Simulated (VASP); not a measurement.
# GaSb (F-43m) in VASP: further runs, part 2 of 2

VASP 6.6.1. Earlier steps stand in the parts before.

**3. Phonons, r2SCAN**

This run uses another cell than the first one, of 27.85 Å³/atom, 1.030 times its volume.

Contents of INCAR:

```
SYSTEM = GaSb
  PREC = Accurate
  ENCUT = 520
  EDIFF = 1E-8
  ISMEAR = 0
  SIGMA = 0.01
  LREAL = .FALSE.
  LASPH = .TRUE.
  NELM = 60
  ALGO = Normal
  ISIF = 2
  LWAVE = .FALSE.
  LCHARG = .FALSE.
  METAGGA = R2SCAN
  LMIXTAU = .TRUE.
  NBANDS = 16
  IBRION = 6
  NFREE = 2
  POTIM = 0.015
  NSW = 1
```

Contents of KPOINTS:

```
regular mesh
0
G
  6 6 6
  0 0 0
```

Contents of POSCAR:

```
GaSb
1.0
    3.0309935004      3.0309935004      0.0000000000
   -3.0309935004      3.0309935004      0.0000000000
    0.0000000000      3.0309935004      3.0309935004
Ga Sb
1 1
Direct
    0.0000000000      0.0000000000      0.0000000000
    0.7500000000      0.2500000000      0.5000000000
```

Potentials or basis: VASP PAW PBE potentials, release 64 (Ga_d, Sb).

On the command line:

```sh
> cat potpaw_PBE.64/Ga_d/POTCAR potpaw_PBE.64/Sb/POTCAR > POTCAR
> mpirun -np 1 vasp_std > vasp.out
```

OUTCAR:

```text
SYSTEM = GaSb
   PREC = Accurate
   ENCUT = 520
   EDIFF = 1E-8
   ISMEAR = 0
   LREAL = .FALSE.
   LASPH = .TRUE.
   NELM = 60
   ISIF = 2
   METAGGA = R2SCAN
   IBRION = 6
   NFREE = 2
   POTIM = 0.015
   NSW = 1

 ion  position               nearest neighbor table
   1  0.000  0.000  0.000-   2 2.62   2 2.62   2 2.62   2 2.62
   2  0.750  0.250  0.500-   1 2.62   1 2.62   1 2.62   1 2.62

[... 832 lines left out ...]
  x     0.00000     0.00000     0.00000     0.00000    -7.63248     0.00000
  y     0.00000     0.00000     0.00000     0.00000     0.00000    -7.63248
  z     0.00000     0.00000     0.00000    -7.63248     0.00000     0.00000

 INTERNAL STRAIN TENSOR FOR ION    2 for displacements in x,y,z  (eV/Angst):
          X           Y           Z          XY          YZ          ZX
  --------------------------------------------------------------------------------
  x     0.00000     0.00000     0.00000     0.00000     8.05355     0.00000
  y     0.00000     0.00000     0.00000     0.00000     0.00000     8.05355
  z     0.00000     0.00000     0.00000     8.05355     0.00000     0.00000

 Eigenvectors and eigenvalues of the dynamical matrix
 ----------------------------------------------------

   1 f  =    7.045151 THz    44.265992 2PiTHz  235.000958 cm-1    29.136392 meV
             X         Y         Z           dx          dy          dz
      0.000000  0.000000  0.000000    -0.000000    0.796903   -0.000000
      1.515497  4.546490  1.515497    -0.000000   -0.604108    0.000000
[... 21 lines left out ...]
   6 f/i=    0.005897 THz     0.037054 2PiTHz    0.196713 cm-1     0.024389 meV
             X         Y         Z           dx          dy          dz
      0.000000  0.000000  0.000000     0.604108    0.000000   -0.000000
      1.515497  4.546490  1.515497     0.796903    0.000000    0.000000

 ELASTIC MODULI CONTR FROM IONIC RELAXATION (kBar)
 Direction    XX          YY          ZZ          XY          YZ          ZX
 --------------------------------------------------------------------------------
 XX           0.0000      0.0000      0.0000      0.0000      0.0000      0.0000
 YY           0.0000      0.0000      0.0000      0.0000      0.0000      0.0000
 ZZ           0.0000      0.0000      0.0000      0.0000      0.0000      0.0000
 XY           0.0000      0.0000      0.0000   -196.4671      0.0000     -0.0000
 YZ           0.0000      0.0000      0.0000      0.0000   -196.4671      0.0000
 ZX           0.0000      0.0000      0.0000     -0.0000      0.0000   -196.4671
 --------------------------------------------------------------------------------
```

OSZICAR:

```text
N       E                     dE             d eps       ncg     rms          rms(c)
DAV:   1     0.563960200404E+02    0.56396E+02   -0.90491E+03   512   0.142E+03
DAV:   2    -0.324786704699E+02   -0.88875E+02   -0.85613E+02   608   0.316E+02
DAV:   3    -0.392619276925E+02   -0.67833E+01   -0.67699E+01   640   0.681E+01
[... 73 lines left out ...]
DAV:   6    -0.375652418635E+02   -0.13676E-05   -0.24819E-06  1752   0.109E-02    0.110E-03
DAV:   7    -0.375652423392E+02   -0.47570E-06   -0.47660E-07  1744   0.520E-03    0.450E-04
DAV:   8    -0.375652424171E+02   -0.77904E-07   -0.50223E-08  1832   0.188E-03    0.234E-04
DAV:   9    -0.375652424503E+02   -0.33204E-07   -0.39779E-08  1696   0.135E-03    0.663E-05
DAV:  10    -0.375652424653E+02   -0.15000E-07   -0.54654E-09  1360   0.621E-04    0.386E-05
DAV:  11    -0.375652424650E+02    0.28012E-09   -0.41083E-10   976   0.171E-04
   5 F= -.37565242E+02 E0= -.37565242E+02  d E =-.799938E-18
```

stdout:

```text
POSCAR found type information on POSCAR GaSb
 POSCAR found :  2 types and       2 ions
 scaLAPACK will be used
 -----------------------------------------------------------------------------
|                                                                             |
|                                                                             |
|     You enforced a specific xc type in the INCAR file but a different       |
|     I HOPE YOU KNOW WHAT YOU ARE DOING!                                     |
|                                                                             |
 -----------------------------------------------------------------------------

 LDA part: xc-table for (None), standard interpolation
 POSCAR, INCAR and KPOINTS ok, starting setup
 FFT: planning ... GRIDC
 FFT: planning ... GRID_SOFT
 FFT: planning ... GRID
 WAVECAR not read
 entering main loop
 Found     2 degrees of freedom:
 Finite differences POTIM= 0.01500 DOF=   2
 bond charge predicted
 Finite differences progress:
 bond charge predicted
 Finite differences progress:
 bond charge predicted
 Finite differences progress:
 bond charge predicted
 Finite differences progress:
```

Run time: 4.2 min. Hardware: 1 thread of Intel Xeon 6975P-C (Granite Rapids), shared host; peak memory 0.22 GiB.

Results:

```
Highest phonon frequency at Γ, LO-TO splitting left out : 235 cm⁻¹
```

Phonon frequencies in cm⁻¹ (negative: imaginary):
| q point | frequencies |
| --- | --- |
| (0.000, 0.000, 0.000) | 0 0 0 235 235 235 |

Caveat: the cell wasn't relaxed at this level first, which shifts response properties; the PAW data sets were made with another functional, which shifts forces and pressure a little; spin-orbit coupling is left out, which moves the levels of the heavy elements.

**4. Phonons, r2SCAN**

This run uses another cell than the first one, of 28.83 Å³/atom, 1.066 times its volume.

Contents of INCAR:

```
SYSTEM = GaSb
PREC     = Accurate       ! precision mode
ENCUT    = 520            ! plane-wave cutoff, eV
EDIFF    = 1E-8           ! SCF threshold, eV
ISMEAR   = 0              ! smearing method
SIGMA    = 0.01           ! smearing width, eV
LREAL    = .FALSE.        ! projectors in reciprocal space
LASPH    = .TRUE.         ! aspherical terms in the spheres
NELM     = 100            ! most SCF steps
ALGO     = Normal         ! electronic algorithm
ISIF     = 2              ! what is computed and relaxed
LWAVE    = .FALSE.        ! write WAVECAR
LCHARG   = .FALSE.        ! write CHGCAR
METAGGA  = R2SCAN         ! meta-GGA
LMIXTAU  = .TRUE.       
IBRION   = 6              ! ionic algorithm
NFREE    = 2            
POTIM    = 0.015          ! step
NSW      = 1              ! ionic steps
```

Contents of KPOINTS:

```
Automatic mesh
0
G
  6 6 6
  0 0 0
```

Contents of POSCAR:

```
GaSb
1.0
    3.0662848511      3.0662848511      0.0000000000
   -3.0662848511      3.0662848511      0.0000000000
    0.0000000000      3.0662848511      3.0662848511
Ga Sb
1 1
Direct
    0.0000000000      0.0000000000      0.0000000000
    0.7500000000      0.2500000000      0.5000000000
```

Potentials or basis: VASP PAW PBE potentials, release 64 (Ga_d, Sb).

On the command line:

```sh
> cat potpaw_PBE.64/Ga_d/POTCAR potpaw_PBE.64/Sb/POTCAR > POTCAR
> mpirun -np 1 vasp_std > vasp.out
```

OUTCAR:

```text
SYSTEM = GaSb
   PREC = Accurate
   ENCUT = 520
   EDIFF = 1E-8
   ISMEAR = 0
   LREAL = .FALSE.
   LASPH = .TRUE.
   NELM = 100
   ISIF = 2
   METAGGA = R2SCAN
   IBRION = 6
   NFREE = 2
   POTIM = 0.015
   NSW = 1

 ion  position               nearest neighbor table
   1  0.000  0.000  0.000-   2 2.66   2 2.66   2 2.66   2 2.66
   2  0.750  0.250  0.500-   1 2.66   1 2.66   1 2.66   1 2.66

[... 760 lines left out ...]
  x    -0.00000    -0.00000    -0.00000     0.00000    -6.53613     0.00000
  y     0.00000    -0.00000     0.00000     0.00000     0.00000    -6.53613
  z    -0.00000    -0.00000    -0.00000    -6.53613     0.00000     0.00000

 INTERNAL STRAIN TENSOR FOR ION    2 for displacements in x,y,z  (eV/Angst):
          X           Y           Z          XY          YZ          ZX
  --------------------------------------------------------------------------------
  x    -0.00000     0.00000     0.00000     0.00000     6.75482     0.00000
  y     0.00000    -0.00000     0.00000     0.00000     0.00000     6.75482
  z     0.00000     0.00000    -0.00000     6.75482     0.00000     0.00000

 Eigenvectors and eigenvalues of the dynamical matrix
 ----------------------------------------------------

   1 f  =    6.758612 THz    42.465612 2PiTHz  225.443034 cm-1    27.951361 meV
             X         Y         Z           dx          dy          dz
      0.000000  0.000000  0.000000     0.000000    0.797627   -0.000000
      1.533142  4.599427  1.533142    -0.000000   -0.603151   -0.000000
[... 21 lines left out ...]
   6 f/i=    0.002447 THz     0.015378 2PiTHz    0.081638 cm-1     0.010122 meV
             X         Y         Z           dx          dy          dz
      0.000000  0.000000  0.000000     0.593412    0.100383   -0.039705
      1.533142  4.599427  1.533142     0.784748    0.132750   -0.052507

 ELASTIC MODULI CONTR FROM IONIC RELAXATION (kBar)
 Direction    XX          YY          ZZ          XY          YZ          ZX
 --------------------------------------------------------------------------------
 XX          -0.0000     -0.0000     -0.0000     -0.0000     -0.0000      0.0000
 YY          -0.0000     -0.0000     -0.0000     -0.0000     -0.0000     -0.0000
 ZZ          -0.0000     -0.0000     -0.0000     -0.0000     -0.0000      0.0000
 XY          -0.0000     -0.0000     -0.0000   -148.1246      0.0000     -0.0000
 YZ          -0.0000     -0.0000     -0.0000      0.0000   -148.1246     -0.0000
 ZX           0.0000     -0.0000      0.0000     -0.0000     -0.0000   -148.1246
 --------------------------------------------------------------------------------
```

OSZICAR:

```text
N       E                     dE             d eps       ncg     rms          rms(c)
DAV:   1     0.484132070527E+02    0.48413E+02   -0.90429E+03   416   0.172E+03
DAV:   2    -0.336042744314E+02   -0.82017E+02   -0.79901E+02   451   0.325E+02
DAV:   3    -0.393129520408E+02   -0.57087E+01   -0.56900E+01   526   0.763E+01
[... 63 lines left out ...]
DAV:   4    -0.375780709176E+02   -0.19000E-04   -0.52127E-05  1347   0.761E-02    0.487E-03
DAV:   5    -0.375780809433E+02   -0.10026E-04   -0.26387E-05  1231   0.448E-02    0.326E-03
DAV:   6    -0.375780858952E+02   -0.49518E-05   -0.45367E-06  1201   0.174E-02    0.115E-03
DAV:   7    -0.375780863276E+02   -0.43243E-06   -0.34305E-07  1356   0.570E-03    0.498E-04
DAV:   8    -0.375780863345E+02   -0.69012E-08   -0.97096E-08  1241   0.313E-03
   5 F= -.37578086E+02 E0= -.37578086E+02  d E =-.128620E-35
```

Wall time 2.5 min (1 thread of Intel Xeon 6975P-C (Granite Rapids), shared host); peak memory 0.24 GiB.

Results:

* Highest phonon frequency at Γ, LO-TO splitting left out: 225 cm⁻¹

Phonon frequencies in cm⁻¹ (negative: imaginary):
```tsv
q point	frequencies
(0.000, 0.000, 0.000)	0 0 0 225 225 225
```

Caveat: the PAW data sets were made with another functional, which shifts forces and pressure a little; spin-orbit coupling is left out, which moves the levels of the heavy elements.
